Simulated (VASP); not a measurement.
Input of a VASP 6.6.1 run:

Contents of INCAR:

```
SYSTEM = LiCl
PREC = Accurate
ENCUT = 520
EDIFF = 1E-6
ISMEAR = 0
SIGMA = 0.05
LREAL = .FALSE.
LASPH = .TRUE.
NELM = 60
ALGO = Normal
ISIF = 2
LWAVE = .FALSE.
LCHARG = .FALSE.
GGA = PE
NBANDS = 12
```

The input KPOINTS:

```
regular mesh
0
G
  8 8 8
  0 0 0
```

The input POSCAR:

```
LiCl
1.0
    0.0000000000      2.5006410000      2.4365220000
    2.5006410000      0.0000000000      2.4365220000
    2.5006410000      2.5006410000      0.0000000000
Li Cl
1 1
Direct
    0.0000000000      0.0000000000      0.0000000000
    0.5000000000      0.5000000000      0.5000000000
```

Potentials or basis: VASP PAW PBE potentials, release 64 (Li_sv, Cl).

The run is started by

```sh
$ cat potpaw_PBE.64/Li_sv/POTCAR potpaw_PBE.64/Cl/POTCAR > POTCAR
$ mpirun -np 1 vasp_std > vasp.out
```

**Question.** Estimate the band gap on the k mesh.

**Answer.** 6.83 eV (least direct gap 6.95 eV).

Caveat: the cell differs from its parent crystal (strain -0.025 along x and y, -0.050 along z). A k mesh can miss the band edges.
